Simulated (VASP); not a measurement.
Runs of VASP 6.6.1 on Zn. The structure is that of space group Pm-3m (No. 221), or close to it. The cells are those of the table. 

```tsv
cell	k mesh	gap on the mesh (eV)	pressure (GPa)
a = 2.578 Å, 1 atom	21 × 21 × 21	none	3.6
a = 2.649 Å, 1 atom	41 × 41 × 41	none	-0.8
a = 2.578 Å, 1 atom	14 × 14 × 14	none	(b)
a = 2.614 Å, 1 atom	41 × 41 × 41	none	1.2
a = 2.683 Å, 1 atom	21 × 21 × 21	none	-2.4
a = 2.596 Å, 1 atom	21 × 21 × 21	none	(a)
a = 2.614 Å, 1 atom	21 × 21 × 21	none	1.1
a = 2.578 Å, 1 atom	41 × 41 × 41	none	3.6
```

Alike in all rows: task single point; level PBE; potentials or basis VASP PAW PBE potentials, release 64 (Zn); no spin polarisation; cutoff (eV) 520; smearing fermi-dirac 0.0612256 eV.

Task: Estimate the missing entries.

Result: (a) 2.3; (b) 3.7.

A gap of «none» marks levels without a gap at the run's occupations.
